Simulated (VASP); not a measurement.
**CdIn2O4: single point with PBE**

The system is CdIn2O4.

```
In O Cd
1.0
     0.00000    4.62158    4.62158
     4.62158    0.00000    4.62158
     4.62158    4.62158    0.00000
In O Cd
4 8 2
Direct
  0.62500 0.62500 0.62500
  0.12500 0.62500 0.62500
  0.62500 0.62500 0.12500
  0.62500 0.12500 0.62500
  0.86500 0.86500 0.86500
  0.84500 0.38500 0.38500
  0.86500 0.86500 0.40500
  0.38500 0.84500 0.38500
  0.40500 0.86500 0.86500
  0.38500 0.38500 0.38500
  0.86500 0.40500 0.86500
  0.38500 0.38500 0.84500
  0.00000 0.00000 0.00000
  0.25000 0.25000 0.25000
```

```json
{
  "Program": "VASP 6.6.1",
  "Task": "single point",
  "Functional": "PBE",
  "Potentials or basis": "VASP PAW PBE potentials, release 64 (In_d, O, Cd)",
  "Cutoff": "600 eV",
  "k mesh": "5 × 5 × 5",
  "Occupations": "fermi-dirac, width 0.1 eV",
  "Spin": "no spin polarisation",
  "Dipole correction": "no",
  "Further INCAR settings": "ALGO = Normal; EDIFF = 1e-06; NBANDS = 75"
}
```

| Property | Result |
| --- | --- |
| Pressure | 2.8 GPa |
| Largest force | 0.930 eV/Å |
| Band gap on the k mesh | 0.97 eV (least direct gap 1.03 eV) |

Forces in eV/Å, atoms in the order of the input:
```
In   0.000  0.000  0.000
In   0.000  0.000  0.000
In   0.000  0.000  0.000
In   0.000  0.000  0.000
O   -0.537 -0.537 -0.537
O    0.537 -0.537 -0.537
O    0.537  0.537 -0.537
O   -0.537  0.537 -0.537
O   -0.537  0.537  0.537
O    0.537  0.537  0.537
O    0.537 -0.537  0.537
O   -0.537 -0.537  0.537
Cd   0.000  0.000  0.000
Cd   0.000  0.000  0.000
```

Levels at points of the mesh, in eV from the valence-band top:
```tsv
k point	band 59	band 60	band 61	band 62	band 63	band 64	band 65	band 66
(0.00, 0.00, 0.00)	-0.17	-0.17	-0.06	-0.06	0.97	5.08	5.38	5.38
```

Run time: 3 min on 1 thread of Intel(R) Xeon(R) 6975P-C (Granite Rapids) (shared host), peak memory 0.47 GiB.

Caveat: spin-orbit coupling is left out, which moves the levels of the heavy elements; an odd mesh through Γ misses points on the zone boundary, where band edges can lie.
